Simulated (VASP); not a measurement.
# Cu in VASP: further runs, part 2 of 2

VASP 6.6.1. Earlier steps stand in the parts before.

## Step 4: Electric field gradients, PBEsol (equal xx and yy strain of +1 %)

File INCAR:

```
SYSTEM = Cu
PREC = Accurate
ENCUT = 520
EDIFF = 1E-8
ISMEAR = -1
SIGMA = 0.03
LREAL = .False.
LASPH = .True.
NELM = 100
ALGO = Normal
ISIF = 2
LWAVE = .False.
LCHARG = .False.
GGA = PS
LEFG = .True.
NBANDS = 12
```

File KPOINTS:

```
regular mesh
0
Gamma
  17 17 17
  0 0 0
```

File POSCAR:

```
Cu
1.0
    0.0000000000      1.8255750000      1.8075000000
    1.8255750000      0.0000000000      1.8075000000
    1.8255750000      1.8255750000      0.0000000000
Cu
1
Direct
    0.0000000000      0.0000000000      0.0000000000
```

Potentials or basis: VASP PAW PBE potentials, release 64 (Cu).

The run is started by

```console
> cat potpaw_PBE.64/Cu/POTCAR > POTCAR
> mpirun -np 1 vasp_std > vasp.out
```

OUTCAR:

```text
SYSTEM = Cu
   PREC = Accurate
   ENCUT = 520
   EDIFF = 1E-8
   ISMEAR = -1
   LREAL = .False.
   LASPH = .True.
   NELM = 100
   ISIF = 2
   GGA = PS

 ion  position               nearest neighbor table
   1  0.000  0.000  0.000-

  LATTYP: Found a body centered tetragonal cell.
 ALAT       =     2.5817529241
 C/A-ratio  =     1.4002114479

  Lattice vectors:

 A1 = (   0.0000000000,  -1.8255750000,  -1.8075000000)
 A2 = (   0.0000000000,   1.8255750000,  -1.8075000000)
 A3 = (   1.8255750000,   0.0000000000,   1.8075000000)

Analysis of symmetry for initial positions (statically):
=====================================================================
 Subroutine PRICEL returns:
 Original cell was already a primitive cell.

 Routine SETGRP: Setting up the symmetry group for a
 body centered tetragonal supercell.

 Subroutine GETGRP returns: Found 16 space group operations
 (whereof 16 operations were pure point group operations)
 out of a pool of 16 trial point group operations.

The static configuration has the point symmetry D_4h.

Analysis of symmetry for dynamics (positions and initial velocities):
=====================================================================
 Subroutine PRICEL returns:
 Original cell was already a primitive cell.

 Routine SETGRP: Setting up the symmetry group for a
 body centered tetragonal supercell.

 Subroutine GETGRP returns: Found 16 space group operations
 (whereof 16 operations were pure point group operations)
 out of a pool of 16 trial point group operations.

The dynamic configuration has the point symmetry D_4h.

 Subroutine INISYM returns: Found 16 space group operations
 (whereof 16 operations are pure point group operations),
[... 153 lines left out ...]
      4       4.2117      2.00000
      5       4.9627      2.00000
      6       5.0105      2.00000
      7      29.5818      0.00000
      8      32.0296      0.00000
      9      32.0296      0.00000
     10      32.0618      0.00000
     11      34.4860      0.00000
     12      34.5109      0.00000
[... 331 lines left out ...]
 k-point    24 :      -0.1176    0.0588    0.0000
  band No.  band energies     occupation
      1      -1.3106      2.00000
      2       4.0153      2.00000
      3       4.2927      2.00000
      4       4.3370      2.00000
      5       4.8641      2.00000
      6       5.0399      2.00000
      7      25.1811      0.00000
      8      27.7104      0.00000
      9      31.2548      0.00000
     10      32.4382      0.00000
     11      34.9671      0.00000
     12      35.4535      0.00000

 [... further k-points ...]
[... 5 lines left out ...]
  --------------------------------------------------------------------------------------
  -------------------------------------------------------------------------------------
  Total       -0.6593581     -0.6593581     -0.6104049      0.0000000      0.0000000      0.0000000
  in kB      -87.6847935    -87.6847935    -81.1747461      0.0000000      0.0000000      0.0000000
  external PRESSURE =     -85.5147777 kB  Pullay stress =       0.0000000 kB

 VOLUME and BASIS-vectors are now :
 -----------------------------------------------------------------------------
  energy-cutoff  :      520.00
  volume of cell :       12.05
      direct lattice vectors                 reciprocal lattice vectors
     0.000000000  1.825575000  1.807500000    -0.273886310  0.273886310  0.276625173
     1.825575000  0.000000000  1.807500000     0.273886310 -0.273886310  0.276625173
     1.825575000  1.825575000  0.000000000     0.273886310  0.273886310 -0.276625173

 POSITION                                       TOTAL-FORCE (eV/Angst)
 -----------------------------------------------------------------------------------
      0.00000      0.00000      0.00000         0.000000      0.000000      0.000000
 -----------------------------------------------------------------------------------
    total drift:                                0.000000     -0.000000      0.000000

  FREE ENERGIE OF THE ION-ELECTRON SYSTEM (eV)
  ---------------------------------------------------
  free  energy   TOTEN  =        -4.2887038796 eV

  energy  without entropy=       -4.2877464294  energy(sigma->0) =       -4.28822515

 Electric field gradients (V/A^2)
---------------------------------------------------------------------
 ion       V_xx      V_yy      V_zz      V_xy      V_xz      V_yz
---------------------------------------------------------------------
   1       0.402     0.402    -0.803     0.001     0.003     0.003
---------------------------------------------------------------------

 Electric field gradients after diagonalization (V/A^2)
 (convention: |V_zz| > |V_xx| > |V_yy|)
----------------------------------------------------------------------
 ion       V_xx      V_yy      V_zz     asymmetry (V_yy - V_xx)/ V_zz
----------------------------------------------------------------------
   1       0.403     0.400    -0.803       0.004
----------------------------------------------------------------------

           NMR quadrupolar parameters

 Cq : quadrupolar parameter    Cq=e*Q*V_zz/h
 eta: asymmetry parameters     (V_yy - V_xx)/ V_zz
 Q  : nuclear electric quadrupole moment in mb (millibarn)
----------------------------------------------------------------------
 ion       Cq(MHz)       eta       Q (mb)
----------------------------------------------------------------------
   1      -0.002       0.004       1.000
----------------------------------------------------------------------
```

stdout:

```text
POSCAR found type information on POSCAR Cu
 POSCAR found :  1 types and       1 ions
 scaLAPACK will be used
 -----------------------------------------------------------------------------
|                                                                             |
|                                                                             |
|     You enforced a specific xc type in the INCAR file but a different       |
|     I HOPE YOU KNOW WHAT YOU ARE DOING!                                     |
|                                                                             |
 -----------------------------------------------------------------------------

 LDA part: xc-table for (Slater+PW92), standard interpolation
 POSCAR, INCAR and KPOINTS ok, starting setup
 FFT: planning ... GRIDC
 FFT: planning ... GRID_SOFT
 FFT: planning ... GRID
 WAVECAR not read
 entering main loop
ion   1
```

It took 23 s on 1 thread of Intel Xeon 6975P-C (Granite Rapids), shared host; peak memory 0.17 GiB.

What came out:

```
Free energy : -4.2887 eV
Pressure    : -8.6 GPa
```

Electric field gradients, principal values (V/Å²):
| atom | least | middle | greatest (by size) |
| --- | --- | --- | --- |
| 1 Cu | 0.400 | 0.403 | -0.803 |

Caveat: the cell differs from its parent crystal (equal xx and yy strain of +1 %); without QUAD_EFG the Cq values of the log hold for a quadrupole moment of 1 mb, not for the nuclei; the PAW data sets were made with another functional, which shifts forces and pressure a little.

## Step 5: The runs side by side

| task | cell | k mesh for the DOS | occupations for the DOS | gap on the mesh (eV) | pressure (GPa) |
| --- | --- | --- | --- | --- | --- |
| electric field gradients | a = 2.556 Å, angles 60.0°, 1 atom | - | - | none | -6.0 |
| density of states | a = 2.556 Å, angles 60.0°, 1 atom | 26 × 26 × 26 | tetrahedron | - | - |
| electric field gradients | a = 2.569, b = 2.569, c = 2.582 Å, angles 59.8, 59.8, 60.3°, 1 atom | - | - | none | -8.6 |

Alike in all rows: level PBEsol; potentials or basis VASP PAW PBE potentials, release 64 (Cu); no spin polarisation; k mesh 17 × 17 × 17; cutoff (eV) 520; smearing fermi-dirac 0.03 eV.

Caveats: the PAW data sets were made with another functional, which shifts forces and pressure a little.

Total energies depend on the potentials used, so only differences within one code and one set of settings carry meaning.
